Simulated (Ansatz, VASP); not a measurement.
**Rh in VASP and in Ansatz**

```xyz
5
Lattice="2.6875 0.0000 0.0000 -1.3438 2.3275 0.0000 0.0000 0.0000 24.7774" Properties=species:S:1:pos:R:3 pbc="T T T"
Rh    2.0156    0.3879    8.0460
Rh   -0.6719    1.9395   10.1985
Rh    0.6719    1.1637   12.3887
Rh    2.0156    0.3879   14.5789
Rh   -0.6719    1.9395   16.7314
```

Alike in both runs: task single point; functional r2SCAN; k mesh 15 × 15 × 1; occupations fermi-dirac, width 0.08 eV; no spin polarisation.

|  | VASP | Ansatz |
| --- | --- | --- |
| version | VASP 6.6.1 | Ansatz 0.2.0 |
| potentials or method | VASP PAW PBE potentials, release 64 (Rh_pv) | PAW with Ansatz's default frozen-core files, scalar-relativistic |
| plane-wave cutoff (eV) | 440 | 500 |
| valence electrons in the cell | 75 | 85 |

VASP gave:

```
rms of the force components (eV/Å) : 0.019
```

Task: Estimate Ansatz's values.

Result: rms of the force components (eV/Å): 0.000.

VASP's potentials were made for PBE, not for r2SCAN. Atom by atom the forces differ by 0.019 eV/Å (rms over components). VASP's potentials hold 75 valence electrons a cell and Ansatz's 85, so a difference there can come from the potentials and not from the codes.
